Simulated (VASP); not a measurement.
# ZrN (Fm-3m) in VASP: single point with PBEsol

Aim: the single point of ZrN with PBEsol.

All numbers are computed with VASP 6.6.1; they aren't measurements. Logs are shortened: lines on timing, memory, paths and dates and some standing lists are left out, and cuts for length are marked.

### 1 The cell of the first run

Symmetry: Fm-3m, No. 225, cubic system. The conventional cell has a = 4.552 Å, b = 4.552 Å, c = 4.552 Å, α = 90.00°, β = 90.00°, γ = 90.00°. Zr (site symmetry m-3m) has 6 N at 2.28 Å within 3.0 Å. Within 3.0 Å of N (site symmetry m-3m) lie 6 Zr at 2.28 Å.

### 2 Single point, PBEsol

Contents of INCAR:

```
SYSTEM = ZrN
ALGO = Normal ; EDIFF = 1E-6
ENCUT = 600 ; GGA = PS
GGA_COMPAT = .False. ; ISIF = 2
ISMEAR = 0 ; ISYM = 0
LASPH = .True. ; LCHARG = .False.
LREAL = .False. ; LWAVE = .False.
NBANDS = 16 ; NELM = 120
PREC = Accurate ; SIGMA = 0.1
```

Contents of KPOINTS:

```
k-points
0
Gamma
  11 8 21
  0 0 0
```

Contents of POSCAR:

```
ZrN
1.0
    3.2188796042      0.0000000000      0.0000000000
    0.0000000000      4.5521831919      0.0000000000
    1.6094398021      2.2760915960      1.6094398021
Zr N
1 1
Direct
    0.0000000000      0.0000000000      0.0000000000
    0.0000000000      0.5000000000      0.0000000000
```

Potentials or basis: VASP PAW PBE potentials, release 64 (Zr_sv, N).

On the command line:

```sh
> cat potpaw_PBE.64/Zr_sv/POTCAR potpaw_PBE.64/N/POTCAR > POTCAR
> mpirun -np 1 vasp_std > vasp.out
```

OUTCAR:

```text
SYSTEM = ZrN
   EDIFF = 1E-6
   ENCUT = 600
   GGA = PS
   ISIF = 2
   ISMEAR = 0
   ISYM = 0
   LASPH = .True.
   LREAL = .False.
   NELM = 120
   PREC = Accurate

 ion  position               nearest neighbor table
   1  0.000  0.000  0.000-   2 2.28   2 2.28   2 2.28   2 2.28   2 2.28   2 2.28
   2  0.000  0.500  0.000-   1 2.28   1 2.28   1 2.28   1 2.28   1 2.28   1 2.28

IMPORTANT INFORMATION: All symmetrisations will be switched off!
NOSYMM: (Re-)initialisation of all symmetry stuff for point group C_1.

----------------------------------------------------------------------------------------

                                     Primitive cell

  volume of cell :      23.5830

  direct lattice vectors                    reciprocal lattice vectors
     3.218879604  0.000000000  0.000000000     0.310667103  0.000000000 -0.310667103
     0.000000000  4.552183192  0.000000000     0.000000000  0.219674815 -0.310667103
     1.609439802  2.276091596  1.609439802     0.000000000  0.000000000  0.621334205

  length of vectors
     3.218879604  4.552183192  3.218879604     0.439349630  0.380487941  0.621334205

  position of ions in fractional coordinates (direct lattice)
     0.000000000  0.000000000  0.000000000
     0.000000000  0.500000000  0.000000000

  ion indices of the primitive-cell ions
   primitive index   ion index
                 1           1
                 2           2

----------------------------------------------------------------------------------------

 KPOINTS: k-points

Automatic generation of k-mesh.
 Grid dimensions read from file:
 generate k-points for:   11    8   21

 Generating k-lattice:

  Cartesian coordinates                     Fractional coordinates (reciprocal lattice)
     0.028242464  0.000000000 -0.028242464     0.090909091  0.000000000  0.000000000
     0.000000000  0.027459352 -0.038833388     0.000000000  0.125000000  0.000000000
     0.000000000  0.000000000  0.029587343     0.000000000  0.000000000  0.047619048

  Length of vectors
     0.039940875  0.047560993  0.029587343

  Shift w.r.t. Gamma in fractional coordinates (k-lattice)
     0.000000000  0.000000000  0.000000000

 -----------------------------------------------------------------------------
|                                                                             |
|           W    W    AA    RRRRR   N    N  II  N    N   GGGG   !!!           |
|           W    W   A  A   R    R  NN   N  II  NN   N  G    G  !!!           |
|           W    W  A    A  R    R  N N  N  II  N N  N  G       !!!           |
[... 70 lines left out ...]
   NSW    =      0    number of steps for IOM
   IBRION =     -1    ionic relax: 0-MD 1-quasi-New 2-CG
   NFREE  =      0    steps in history (QN), initial steepest desc. (CG)
   ISIF   =      2    stress and relaxation
   ISYM   =      0    0-nonsym 1-usesym 2-fastsym
   POTIM  = 0.5000    time-step for ionic-motion
   TEBEG  =    0.0;   TEEND  =   0.0 temperature during run
   PSTRESS=    0.0 pullay stress
   NELECT =      17.0000    total number of electrons
   NUPDOWN=      -1.0000    fix difference up-down
   EMIN   =  10.00;   EMAX   =-10.00  energy-range for DOS
   EFERMI =   0.00;   METHOD = LEGACY
   ISMEAR =     0;   SIGMA  =   0.10  broadening in eV -4-tet -1-fermi 0-gaus
   EFERMI_NEDOS =   21; number of points for ismear=-14 and -15
   IALGO  =     38    algorithm
   IMIX   =      4    mixing-type and parameters
     AMIX     =   0.40;   BMIX     =  1.00
     AMIX_MAG =   1.60;   BMIX_MAG =  1.00
  volume/ion in A,a.u.               =      11.79        79.57
  Fermi-wavevector in a.u.,A,eV,Ry     =   1.467883  2.773896 29.316203  2.154680
  Thomas-Fermi vector in A             =   2.583447
   LORBIT       =      0    0 simple, 1 ext, 2 COOP (PROOUT), +10 PAW based schemes
   GGA     = PS    functional components
   LHFCALC =     F    Hartree Fock is set to
   AEXX    =    0.0000 exact exchange contribution
   IVDW    =     0    specifies the selected vdW correction
   LEPSILON=     F    determine dielectric tensor
   LRPA    =     F    only Hartree local field effects (RPA)
 non-spin polarized calculation
 Gauss-broadening in eV      SIGMA  =   0.10
  energy-cutoff  :      600.00
  volume of cell :       23.58
 maximum number of plane-waves:       811
 NGX is ok and might be reduce to    28
   NGX = 13   NGY = 17   NGZ = 13

 number of electron      17.0000000 magnetization

 Free energy of the ion-electron system (eV)
  ---------------------------------------------------
  ext. energy  EPLUGINS =         0.00000000
  ---------------------------------------------------
  free energy    TOTEN  =       -21.55118443 eV

  energy without entropy =      -21.54756602  energy(sigma->0) =      -21.54937523

 E-fermi :  12.0934     XC(G=0): -12.7925

 val. band max:       12.0828069632   @ k =  -0.2727   0.1250   0.4762
 cond. band min:      12.0969538486   @ k =  -0.1818   0.3750   0.1429
 fundamental gap:      0.0141468854
 Fermi energy:        12.0934428240

 k-point     1 :       0.0000    0.0000    0.0000
  band No.  band energies     occupation
      1     -37.2930      2.00000
      2     -14.9207      2.00000
      3     -14.9191      2.00000
      4     -14.9185      2.00000
      5      -4.1977      2.00000
      6       9.4352      2.00000
[... 433 lines left out ...]
      3     -15.2301      2.00000
      4     -15.1358      2.00000
      5      -2.6741      2.00000
      6       5.6187      2.00000
[... 8 lines left out ...]
     15      24.1341      0.00000
     16      25.9839      0.00000

 [... further k-points ...]

------------------------ aborting loop because EDIFF is reached ----------------------------------------

  FORCE on cell =-STRESS in cart. coord.  units (eV):
  Direction    XX          YY          ZZ          XY          YZ          ZX
  --------------------------------------------------------------------------------------
  -------------------------------------------------------------------------------------
  Total        0.0298669      0.0550004      0.0543853      0.0119806      0.0292418     -0.0048130
  in kB        2.0290931      3.7366019      3.6948138      0.8139364      1.9866212     -0.3269879
  external PRESSURE =       3.1535030 kB  Pullay stress =       0.0000000 kB

 VOLUME and BASIS-vectors are now :
 -----------------------------------------------------------------------------
  energy-cutoff  :      600.00
  volume of cell :       23.58
      direct lattice vectors                 reciprocal lattice vectors
     3.218879604  0.000000000  0.000000000     0.310667103  0.000000000 -0.310667103
     0.000000000  4.552183192  0.000000000     0.000000000  0.219674815 -0.310667103
     1.609439802  2.276091596  1.609439802     0.000000000  0.000000000  0.621334205

 POSITION                                       TOTAL-FORCE (eV/Angst)
 -----------------------------------------------------------------------------------
      0.00000      0.00000      0.00000         0.000000     -0.000000      0.000000
      0.00000      2.27609      0.00000        -0.000000      0.000000     -0.000000
 -----------------------------------------------------------------------------------
    total drift:                                0.000000      0.000000     -0.000000

  FREE ENERGIE OF THE ION-ELECTRON SYSTEM (eV)
  ---------------------------------------------------
  free  energy   TOTEN  =       -21.5511844322 eV

  energy  without entropy=      -21.5475660196  energy(sigma->0) =      -21.54937523
```

stdout:

```text
POSCAR found type information on POSCAR ZrN
 POSCAR found :  2 types and       2 ions
 scaLAPACK will be used
 -----------------------------------------------------------------------------
|                                                                             |
|                                                                             |
[... 21 lines left out ...]
|     Results are often still useful ...                                      |
|                                                                             |
 -----------------------------------------------------------------------------

 POSCAR, INCAR and KPOINTS ok, starting setup
 FFT: planning ... GRIDC
 FFT: planning ... GRID_SOFT
 FFT: planning ... GRID
 WAVECAR not read
 entering main loop
```

It took 13 min on 1 thread of Oxide Virtual Turin-like, shared host; peak memory 0.49 GiB.

What came out:

| Property | Result |
| --- | --- |
| Free energy | -21.5512 eV |
| Pressure | 0.3 GPa |
| Band gap on the k mesh | zero (an odd number of electrons rules out a gap without spin polarisation) |

Caveat: the PAW data sets were made with another functional, which shifts forces and pressure a little; an odd number of electrons without spin polarisation forces a metal; a magnetic or distorted state may lie lower.
